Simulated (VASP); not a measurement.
Wanted: the native input for a VASP 6.6.1 run.

```yaml
Task: single point
Functional: PBE
Potentials_or_basis: VASP PAW PBE potentials, release 64 (V_sv)
Cutoff: 520 eV
k_mesh: 16 × 16 × 9
Occupations: fermi-dirac, width 0.1 eV
Spin: no spin polarisation
Dipole_correction: no
Further_INCAR_settings: ALGO = Normal; EDIFF = 1e-06; NBANDS = 20
```

The structure of V lies in POSCAR:

```
V
1.0
    2.6144758674      0.0000000000      0.0000000000
   -1.3072379337      2.2642025187      0.0000000000
    0.0000000000      0.0000000000      4.6888716206
V
2
Direct
    0.3333333333      0.6666666667      0.2500000000
    0.6666666667      0.3333333333      0.7500000000
```

One way to write it, as run:

INCAR

```
SYSTEM = V
PREC = Accurate
ENCUT = 520
EDIFF = 1E-6
ISMEAR = -1
SIGMA = 0.1
LREAL = .False.
LASPH = .True.
NELM = 60
ALGO = Normal
ISIF = 2
LWAVE = .False.
LCHARG = .False.
GGA = PE
NBANDS = 20
```

KPOINTS

```
Automatic mesh
0
Gamma
  16 16 9
  0 0 0
```

Potentials or basis: VASP PAW PBE potentials, release 64 (V_sv).

Command:

```bash
$ cat potpaw_PBE.64/V_sv/POTCAR > POTCAR
$ mpirun -np 1 vasp_std > vasp.out
```

It gave:

```json
{
  "Pressure": "0.1 GPa",
  "Band gap on the k mesh": "zero (band 13 reaches 10.96 eV, above the bottom of band 14 at 9.13 eV)"
}
```

It took 23 s on 1 thread of Intel(R) Xeon(R) 6975P-C (Granite Rapids) (shared host), peak memory 0.18 GiB.
